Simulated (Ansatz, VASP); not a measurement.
One calculation of Ge, two programs

The input INCAR:

```
SYSTEM = Ge
PREC     = Accurate       ! precision mode
ENCUT    = 520            ! plane-wave cutoff, eV
EDIFF    = 1E-7           ! SCF threshold, eV
ISMEAR   = 0              ! smearing method
SIGMA    = 0.15           ! smearing width, eV
LREAL    = .False.        ! projectors in reciprocal space
LASPH    = .True.         ! aspherical terms in the spheres
NELM     = 80             ! most SCF steps
ALGO     = Normal         ! electronic algorithm
ISIF     = 2              ! what is computed and relaxed
LWAVE    = .False.        ! write WAVECAR
LCHARG   = .True.         ! write CHGCAR
GGA      = PS             ! functional
LELF     = .True.         ! ELF
LVHAR    = .True.       
NBANDS   = 21             ! bands
```

The input KPOINTS:

```
Automatic mesh
0
Gamma
  18 18 10
  0 0 0
```

The input POSCAR:

```
Ge
1.0
    1.4880529250     -2.6400966782      0.0000000000
    1.4880529250      2.6400966782      0.0000000000
    0.0000000000      0.0000000000      4.7275957900
Ge
2
Direct
    0.6665533700      0.3334466300      0.2500000000
    0.3334466300      0.6665533700      0.7500000000
```

Input for Ansatz:

```yaml
crystal:
  lattice:
    - [1.488052925, -2.6400966782, 0.0]
    - [1.488052925, 2.6400966782, 0.0]
    - [0.0, 0.0, 4.72759579]
  atoms:
    - { symbol: Ge, position: [0.66655337, 0.33344663, 0.25] }
    - { symbol: Ge, position: [0.33344663, 0.66655337, 0.75] }
basis:
  ecutwfc: 420
kpoints:
  mp_grid: { grid: [18, 18, 10] }
hamiltonian:
  xc: pbesol
scf:
  occupations: { method: gaussian, width: 0.15 }
output:
  forces: true
  stress: true
  eigenvalues: true
```

Change from the starting cell: strain +0.0175 x Voigt [0, 1, 0, 0, 0, 0], atoms carried along.

Alike in both runs: task single point; functional PBEsol; k mesh 18 × 18 × 10; occupations gaussian, width 0.15 eV; no spin polarisation.

```csv
,VASP,Ansatz
version,VASP 6.6.1,Ansatz 0.2.0
potentials or method,"VASP PAW PBE potentials, release 64 (Ge_d), cutoff 520 eV","scalar-relativistic, plane waves, PAW"
valence electrons in the cell,28,28
```

Ansatz gave:

| Property | Result |
| --- | --- |
| gap on the k mesh at the Fermi level (eV) | none |
| pressure (GPa) | -0.9 |
| traceless stress, the component that is largest in VASP (GPa) | -0.59 |
| rms of the force components (eV/Å) | 0.009 |

Problem. What did VASP give for the same quantities?

Solution. gap on the k mesh at the Fermi level (eV): none; pressure (GPa): -0.8; traceless stress, the component that is largest in VASP (GPa): -0.60; rms of the force components (eV/Å): 0.009.

VASP's potentials were made for PBE, not for PBEsol. Atom by atom the forces differ by 0.000 eV/Å (rms over components). A gap of «none» marks a metal or a gap that the smearing closes. With one functional, cell and mesh, what is left measures potentials, basis and numerics.
